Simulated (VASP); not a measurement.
Crystal: PtS2.

```
Pt S
1.0
     3.47087    0.00000    0.00000
    -1.73543    3.00586    0.00000
     0.00000    0.00000    4.93594
Pt S
1 2
Direct
  0.00000 0.00000 0.00000
  0.66667 0.33333 0.77300
  0.33333 0.66667 0.22700
```

Base run:

```yaml
Program: VASP 6.6.1
Functional: r2SCAN
Potentials_or_basis: VASP PAW PBE potentials, release 64 (Pt, S)
Cutoff: 520 eV
k_mesh: 9 × 9 × 5
Occupations: fermi-dirac, width 0.05 eV
Spin: no spin polarisation
```

Its results: band gap on the k mesh 1.27 eV, indirect (least direct gap 1.33 eV); pressure 21.9 GPa; largest force 2.277 eV/Å.

The run is repeated on the same cell with these changes: k mesh from 9 × 9 × 5 to 7 × 7 × 5. What comes out?

Band gap on the k mesh 1.12 eV, indirect (least direct gap 1.43 eV); pressure 21.9 GPa; largest force 2.278 eV/Å.

Caveats: the PAW data sets were made with another functional, which shifts forces and pressure a little; spin-orbit coupling is left out, which moves the levels of the heavy elements.

A k mesh can miss the band edges.
